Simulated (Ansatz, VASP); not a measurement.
# Pd2Pt in VASP and in Ansatz

Contents of INCAR:

```
SYSTEM = Pd2Pt
  ALGO = Normal
  EDIFF = 1E-7
  ENCUT = 520
  GGA = PE
  ISIF = 2
  ISMEAR = 0
  ISPIN = 2
  LASPH = .True.
  LCHARG = .False.
  LMAXMIX = 4
  LORBIT = 11
  LREAL = .False.
  LWAVE = .False.
  MAGMOM = 1 1 0
  NBANDS = 26
  NELM = 150
  PREC = Accurate
  SIGMA = 0.1
```

Contents of KPOINTS:

```
k-points
0
Gamma
  6 6 6
  0 0 0
```

POSCAR

```
Pd2Pt
1.0
    0.0000000000      3.0330412961      3.0330412961
    3.0330412961      0.0000000000      3.0330412961
    3.0330412961      3.0330412961      0.0000000000
Pd Pt
2 1
Direct
    0.2500000000      0.2500000000      0.2500000000
    0.7500000000      0.7500000000      0.7500000000
    0.0000000000      0.0000000000      0.0000000000
```

Input for Ansatz:

```yaml
crystal:
  lattice:
    - [0.0, 3.0330412961, 3.0330412961]
    - [3.0330412961, 0.0, 3.0330412961]
    - [3.0330412961, 3.0330412961, 0.0]
  atoms:
    - { symbol: Pd, position: [0.25, 0.25, 0.25], spin: 1.0 }
    - { symbol: Pd, position: [0.75, 0.75, 0.75], spin: 1.0 }
    - { symbol: Pt, position: [0.0, 0.0, 0.0] }
basis:
  ecutwfc: 420
kpoints:
  mp_grid: { grid: [6, 6, 6] }
hamiltonian:
  xc: pbe
scf:
  occupations: { method: gaussian, width: 0.1 }
  lower_state_search: "off"
output:
  forces: true
  stress: true
  eigenvalues: true
  populations: true
magnetization:
  spin_polarized: true
```

Change from the starting cell: species swapped into the Na2S type (Fm-3m, No. 225).

Alike in both runs: task single point; functional PBE; k mesh 6 × 6 × 6; occupations gaussian, width 0.1 eV; collinear spin.

|  | VASP | Ansatz |
| --- | --- | --- |
| version | VASP 6.6.1 | Ansatz 0.2.0 |
| potentials or method | VASP PAW PBE potentials, release 64 (Pd, Pt), cutoff 520 eV | scalar-relativistic, plane waves, PAW |
| valence electrons in the cell | 30 | 54 |

|  | VASP | Ansatz | Ansatz less VASP |
| --- | --- | --- | --- |
| gap on the k mesh at the Fermi level (eV) | none | none | - |
| pressure (GPa) | -0.3 | 0.0 | +0.36 |
| net moment per atom (μB) | 0.00 | 0.00 | 0.000 |

A gap of «none» marks a metal or a gap that the smearing closes. The functional is the same, so the differences come from potentials, cutoffs and numerics. VASP's potentials hold 30 valence electrons a cell and Ansatz's 54, so a difference there can come from the potentials and not from the codes. Ansatz's warnings: seeded moment not kept.

Spin-orbit coupling is off throughout.
